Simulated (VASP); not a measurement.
A run of VASP 6.6.1:

Contents of INCAR:

```
SYSTEM = MnO
PREC = Accurate
ENCUT = 520
EDIFF = 1E-6
ISMEAR = 0
SIGMA = 0.05
LREAL = .False.
LASPH = .True.
NELM = 100
ALGO = Normal
ISIF = 2
LWAVE = .False.
LCHARG = .False.
GGA = PE
NBANDS = 16
```

Contents of KPOINTS:

```
Automatic mesh
0
Gamma
  14 14 14
  0 0 0
```

Contents of POSCAR:

```
MnO
1.0
    0.0000000000      2.0373341943      2.0373341943
    2.0373341943      0.0000000000      2.0373341943
    2.0373341943      2.0373341943      0.0000000000
Mn O
1 1
Direct
    0.0000000000      0.0000000000      0.0000000000
    0.5000000000      0.5000000000      0.5000000000
```

Potentials or basis: VASP PAW PBE potentials, release 64 (Mn_pv, O).

Run with:

```bash
$ cat potpaw_PBE.64/Mn_pv/POTCAR potpaw_PBE.64/O/POTCAR > POTCAR
$ mpirun -np 1 vasp_std > vasp.out
```

Hardware: 1 thread of Intel Xeon 8259CL, on a shared host.

Question: Estimate the wall time of this run.

Answer: Run time: 27 s on 1 thread of Intel Xeon 8259CL, with other jobs on the host, peak memory 0.16 GiB. Counts: scf iterations 13, k points 104.
